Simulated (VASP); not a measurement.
Wanted: the native input for a VASP 6.6.1 run.

* Task: single point
* Functional: r2SCAN
* Potentials or basis: VASP PAW PBE potentials, release 64 (Ni)
* Cutoff: 520 eV
* k mesh: 11 × 11 × 11
* Occupations: fermi-dirac, width 0.05 eV
* Spin: collinear spin, ferromagnetic start
* Starting moments: [1.9] μB
* Fixed moment: 1.9 μB
* Dipole correction: no
* Further INCAR settings: ALGO = Normal; EDIFF = 1e-06; NBANDS = 15

Ni:

```
Ni
1.0
     0.00000    1.76715    1.76715
     1.76715    0.00000    1.76715
     1.76715    1.76715    0.00000
Ni
1
Direct
  0.00000 0.00000 0.00000
```

One way to write it, as run:

POSCAR

```
Ni
1.0
    0.0000000000      1.7671500000      1.7671500000
    1.7671500000      0.0000000000      1.7671500000
    1.7671500000      1.7671500000      0.0000000000
Ni
1
Direct
    0.0000000000      0.0000000000      0.0000000000
```

INCAR.step1

```
PREC = Accurate
ENCUT = 520
ISMEAR = -1
SIGMA = 0.05
LREAL = F
LASPH = T
NELM = 150
ISPIN = 2
MAGMOM = 1.9
NUPDOWN = 1.9
LMAXMIX = 4
NBANDS = 15
GGA = PE
ALGO = Normal
EDIFF = 1E-4
LWAVE = T
LCHARG = F
```

INCAR.step2

```
PREC = Accurate
ENCUT = 520
EDIFF = 1E-6
ISMEAR = -1
SIGMA = 0.05
LREAL = F
LASPH = T
NELM = 150
ALGO = Normal
ISIF = 2
LWAVE = F
LCHARG = T
ISPIN = 2
MAGMOM = 1.9
LORBIT = 11
NUPDOWN = 1.9
LMAXMIX = 4
METAGGA = R2SCAN
LMIXTAU = T
LELF = T
LVHAR = T
NBANDS = 15
ISTART = 1
```

KPOINTS

```
regular mesh
0
Gamma
  11 11 11
```

Potentials or basis: VASP PAW PBE potentials, release 64 (Ni).

Launch:

```console
$ cat potpaw_PBE.64/Ni/POTCAR > POTCAR
$ cp INCAR.step1 INCAR
$ mpirun -np 1 vasp_std > vasp.out
$ cp INCAR.step2 INCAR
$ mpirun -np 1 vasp_std > vasp.out
```

It gave:

```json
{"Pressure": "13.8 GPa", "Net moment": "1.90 μB per cell", "Site moments": "Ni +1.80 μB", "Valence electrons inside the program's atomic spheres": "Ni 9.26"}
```

Caveat: the PAW data sets were made with another functional, which shifts forces and pressure a little; the total moment is fixed, so each spin has its own Fermi level.

It took 51 s on 1 thread of Intel(R) Xeon(R) 6975P-C (Granite Rapids), with other jobs on the host, peak memory 0.14 GiB.
